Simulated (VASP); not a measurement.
Here is a VASP 6.6.1 calculation.

File INCAR:

```
  ALGO = Normal
  EDIFF = 1E-6
  ENCUT = 500
  GGA_COMPAT = False
  ISIF = 2
  ISMEAR = 0
  LASPH = True
  LCHARG = False
  LREAL = False
  LWAVE = False
  NBANDS = 15
  NELM = 120
  PREC = Accurate
  SIGMA = 0.01
```

KPOINTS

```
k-points
0
Gamma
  2 2 2
```

Contents of POSCAR:

```
BaTe
1.0
    4.2448181589      0.0000000000      0.0000000000
    0.0000000000      4.2448181589      0.0000000000
    0.0000000000      0.0000000000      4.2448181589
Ba Te
1 1
Direct
    0.0000000000      0.0000000000      0.0000000000
    0.5000000000      0.5000000000      0.5000000000
```

Potentials or basis: VASP PAW LDA potentials, release 64 (Ba_sv, Te).

Launch:

```sh
$ cat potpaw_LDA.64/Ba_sv/POTCAR potpaw_LDA.64/Te/POTCAR > POTCAR
$ mpirun -np 1 vasp_std > vasp.out
```

Question: Estimate the band gap on the k mesh.

Answer: 0.33 eV, indirect (least direct gap 0.53 eV).

Question: What does it give for the pressure?

Answer: 0.2 GPa.

Caveat: the k points lie up to 0.74 Å⁻¹ apart; spin-orbit coupling is left out, which moves the levels of the heavy elements. A k mesh can miss the band edges.
